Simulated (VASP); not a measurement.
# MgS (r.bso) (Fm-3m) in VASP: single point with PBE

Aim: the single point of MgS (r.bso) with PBE.

All numbers are computed with VASP 6.6.1; they aren't measurements. Logs are shortened: lines on timing, memory, paths and dates and some standing lists are left out, and cuts for length are marked.

## (1) The cell of the first run

It takes space group Fm-3m (No. 225, cubic). The conventional cell has a = 5.191 Å, b = 5.191 Å, c = 5.191 Å, α = 90.00°, β = 90.00°, γ = 90.00°. Within 3.4 Å of Mg (site symmetry m-3m) lie 6 S at 2.60 Å. S (site symmetry m-3m) has 6 Mg at 2.60 Å within 3.4 Å.

## (2) Single point, PBE, non-collinear spin, zero start, spin-orbit coupling

Input file INCAR:

```
PREC = Accurate ; ENCUT = 600
EDIFF = 1E-6 ; ISMEAR = 0
SIGMA = 0.02 ; LREAL = False
LASPH = True ; NELM = 200
ALGO = Normal ; ISIF = 2
LWAVE = False ; LCHARG = False
LNONCOLLINEAR = True ; MAGMOM = 0 0 0 0 0 0
LORBIT = 11 ; LSORBIT = True
GGA_COMPAT = False ; LORBMOM = True
GGA = PE ; NBANDS = 20
```

Input file KPOINTS:

```
regular mesh
0
Gamma
  8 8 8
```

Input file POSCAR:

```
MgS
1.0
    0.0000000000      2.5955252365      2.5955252365
    2.5955252365      0.0000000000      2.5955252365
    2.5955252365      2.5955252365      0.0000000000
Mg S
1 1
Direct
    0.0000000000      0.0000000000      0.0000000000
    0.5000000000      0.5000000000      0.5000000000
```

Potentials or basis: VASP PAW PBE potentials, release 64 (Mg, S).

The run is started by

```console
$ cat potpaw_PBE.64/Mg/POTCAR potpaw_PBE.64/S/POTCAR > POTCAR
$ mpirun -np 1 vasp_ncl > vasp.out
```

OUTCAR:

```text
PREC = Accurate
   ENCUT = 600
   EDIFF = 1E-6
   ISMEAR = 0
   LREAL = False
   LASPH = True
   NELM = 200
   ISIF = 2
   LNONCOLLINEAR = True
   LORBIT = 11
   LSORBIT = True
   GGA = PE

 ion  position               nearest neighbor table
   1  0.000  0.000  0.000-   2 2.60   2 2.60   2 2.60   2 2.60   2 2.60   2 2.60
   2  0.500  0.500  0.500-   1 2.60   1 2.60   1 2.60   1 2.60   1 2.60   1 2.60

  LATTYP: Found a face centered cubic cell.
 ALAT       =     5.1910504730

  Lattice vectors:

 A1 = (   0.0000000000,   2.5955252365,   2.5955252365)
 A2 = (   2.5955252365,   0.0000000000,   2.5955252365)
 A3 = (   2.5955252365,   2.5955252365,   0.0000000000)

Analysis of symmetry for initial positions (statically):
=====================================================================
 Subroutine PRICEL returns:
 Original cell was already a primitive cell.

 Routine SETGRP: Setting up the symmetry group for a
 face centered cubic supercell.

 Subroutine GETGRP returns: Found 48 space group operations
 (whereof 48 operations were pure point group operations)
 out of a pool of 48 trial point group operations.

The static configuration has the point symmetry O_h .

Analysis of symmetry for dynamics (positions and initial velocities):
=====================================================================
 Subroutine PRICEL returns:
 Original cell was already a primitive cell.

 Routine SETGRP: Setting up the symmetry group for a
 face centered cubic supercell.

 Subroutine GETGRP returns: Found 48 space group operations
 (whereof 48 operations were pure point group operations)
 out of a pool of 48 trial point group operations.

The dynamic configuration has the point symmetry O_h .

Analysis of structural, dynamic, and magnetic symmetry:
=====================================================================
 Subroutine PRICEL returns:
 Original cell was already a primitive cell.

 Routine SETGRP: Setting up the symmetry group for a
 face centered cubic supercell.

 Subroutine GETGRP returns: Found 48 space group operations
 (whereof 48 operations were pure point group operations)
 out of a pool of 48 trial point group operations.

The overall configuration has the point symmetry O_h .

 Subroutine INISYM returns: Found 48 space group operations
 (whereof 48 operations are pure point group operations),
 and found     1 'primitive' translations

[... 730 lines left out ...]
 -----------------------------------------------------------------------------------
    total drift:                                0.000000      0.000000      0.000000

  FREE ENERGIE OF THE ION-ELECTRON SYSTEM (eV)
  ---------------------------------------------------
  free  energy   TOTEN  =        -8.5012437069 eV

  energy  without entropy=       -8.5012437069  energy(sigma->0) =       -8.50124371

 orbital moment (x)

 # of ion     p       d       tot
 ----------------------------------------
  1         0.000   0.000   0.000
  2         0.000   0.000   0.000
 ----------------------------------------
            0.000   0.000   0.000

 orbital moment (y)

 # of ion     p       d       tot
 ----------------------------------------
  1         0.000   0.000   0.000
  2         0.000   0.000   0.000
 ----------------------------------------
            0.000   0.000   0.000

 orbital moment (z)

 # of ion     p       d       tot
 ----------------------------------------
  1         0.000   0.000   0.000
  2         0.000   0.000   0.000
 ----------------------------------------
            0.000   0.000   0.000

 Spin-Orbit-Coupling matrix elements

 Ion:    1  E_soc:     -0.0000351
 l=   1
     0.0000000    -0.0000058    -0.0000058
    -0.0000058     0.0000000    -0.0000058
    -0.0000058    -0.0000058     0.0000000
 l=   2
     0.0000000     0.0000000     0.0000000     0.0000000    -0.0000000
     0.0000000     0.0000000    -0.0000000     0.0000000    -0.0000000
     0.0000000    -0.0000000     0.0000000    -0.0000000     0.0000000
     0.0000000     0.0000000    -0.0000000     0.0000000    -0.0000000
    -0.0000000    -0.0000000     0.0000000    -0.0000000     0.0000000
 l=   3
     0.0000000     0.0000000     0.0000000     0.0000000     0.0000000     0.0000000     0.0000000
     0.0000000     0.0000000     0.0000000     0.0000000     0.0000000     0.0000000     0.0000000
     0.0000000     0.0000000     0.0000000     0.0000000     0.0000000     0.0000000     0.0000000
     0.0000000     0.0000000     0.0000000     0.0000000     0.0000000     0.0000000     0.0000000
     0.0000000     0.0000000     0.0000000     0.0000000     0.0000000     0.0000000     0.0000000
     0.0000000     0.0000000     0.0000000     0.0000000     0.0000000     0.0000000     0.0000000
     0.0000000     0.0000000     0.0000000     0.0000000     0.0000000     0.0000000     0.0000000

 Ion:    2  E_soc:     -0.0016186
 l=   1
     0.0000000    -0.0002698    -0.0002698
    -0.0002698     0.0000000    -0.0002698
    -0.0002698    -0.0002698     0.0000000
 l=   2
     0.0000000     0.0000000     0.0000000     0.0000000     0.0000000
     0.0000000     0.0000000     0.0000000     0.0000000     0.0000000
     0.0000000     0.0000000     0.0000000     0.0000000     0.0000000
     0.0000000     0.0000000     0.0000000     0.0000000     0.0000000
     0.0000000     0.0000000     0.0000000     0.0000000     0.0000000
 l=   3
     0.0000000     0.0000000     0.0000000     0.0000000     0.0000000     0.0000000     0.0000000
     0.0000000     0.0000000     0.0000000     0.0000000     0.0000000     0.0000000     0.0000000
     0.0000000     0.0000000     0.0000000     0.0000000     0.0000000     0.0000000     0.0000000
     0.0000000     0.0000000     0.0000000     0.0000000     0.0000000     0.0000000     0.0000000
     0.0000000     0.0000000     0.0000000     0.0000000     0.0000000     0.0000000     0.0000000
     0.0000000     0.0000000     0.0000000     0.0000000     0.0000000     0.0000000     0.0000000
     0.0000000     0.0000000     0.0000000     0.0000000     0.0000000     0.0000000     0.0000000

 total charge

# of ion       s       p       d       tot
------------------------------------------
    1        0.137   0.129   0.040   0.306
    2        1.314   2.507   0.000   3.820
--------------------------------------------------
tot          1.451   2.636   0.040   4.127

 magnetization (x)

# of ion       s       p       d       tot
------------------------------------------
    1       -0.000   0.000   0.000  -0.000
    2       -0.000   0.000   0.000  -0.000
--------------------------------------------------
tot         -0.000   0.000   0.000  -0.000

 magnetization (y)

# of ion       s       p       d       tot
------------------------------------------
    1       -0.000   0.000  -0.000  -0.000
    2        0.000   0.000   0.000   0.000
--------------------------------------------------
tot          0.000   0.000  -0.000   0.000

 magnetization (z)

# of ion       s       p       d       tot
------------------------------------------
    1        0.000   0.000  -0.000   0.000
    2       -0.000   0.000   0.000  -0.000
--------------------------------------------------
tot         -0.000   0.000  -0.000  -0.000
```

OSZICAR:

```text
N       E                     dE             d eps       ncg     rms          rms(c)
DAV:   1     0.309301643427E+02    0.30930E+02   -0.33757E+03  1160   0.748E+02
DAV:   2    -0.624661404815E+01   -0.37177E+02   -0.34016E+02  1560   0.128E+02
DAV:   3    -0.887909940870E+01   -0.26325E+01   -0.26100E+01  1508   0.346E+01
DAV:   4    -0.890387176973E+01   -0.24772E-01   -0.24764E-01  1372   0.389E+00
DAV:   5    -0.890415558343E+01   -0.28381E-03   -0.28381E-03  1352   0.443E-01    0.445E+00
DAV:   6    -0.854035814212E+01    0.36380E+00   -0.37438E-01  1248   0.384E+00    0.329E+00
DAV:   7    -0.850136338440E+01    0.38995E-01   -0.15116E-01  1316   0.238E+00    0.230E+00
DAV:   8    -0.850195198716E+01   -0.58860E-03   -0.13790E-02  1268   0.882E-01    0.133E+00
DAV:   9    -0.850127646663E+01    0.67552E-03   -0.92220E-04  1260   0.249E-01    0.415E-01
DAV:  10    -0.850124263639E+01    0.33830E-04   -0.11073E-04  1372   0.702E-02    0.233E-01
DAV:  11    -0.850124107819E+01    0.15582E-05   -0.44347E-05  1300   0.421E-02    0.481E-02
DAV:  12    -0.850124368036E+01   -0.26022E-05   -0.26376E-06  1340   0.109E-02    0.515E-03
DAV:  13    -0.850124370689E+01   -0.26527E-07   -0.68626E-08   700   0.219E-03
   1 F= -.85012437E+01 E0= -.85012437E+01  d E =-.341610E-16  mag=     0.0000     0.0000     0.0000
```

stdout:

```text
POSCAR found type information on POSCAR MgS
 POSCAR found :  2 types and       2 ions
 scaLAPACK will be used
 LDA part: xc-table for (Slater+PW92), standard interpolation
 POSCAR, INCAR and KPOINTS ok, starting setup
 FFT: planning ... GRIDC
 FFT: planning ... GRID_SOFT
 FFT: planning ... GRID
 WAVECAR not read
 entering main loop
```

Wall time 72 s (1 thread of AMD EPYC 7R43 (Zen 3), shared host); peak memory 0.26 GiB.

What came out:

- Free energy: -8.5012 eV
- Pressure: 1.4 GPa
- Net moment: 0.00 μB per cell
- Valence electrons inside the program's atomic spheres: Mg 0.31; S 3.82

Moments on the atoms (μB; x, y, z):
```
Mg  0.00 0.00 0.00
S   0.00 0.00 0.00
```
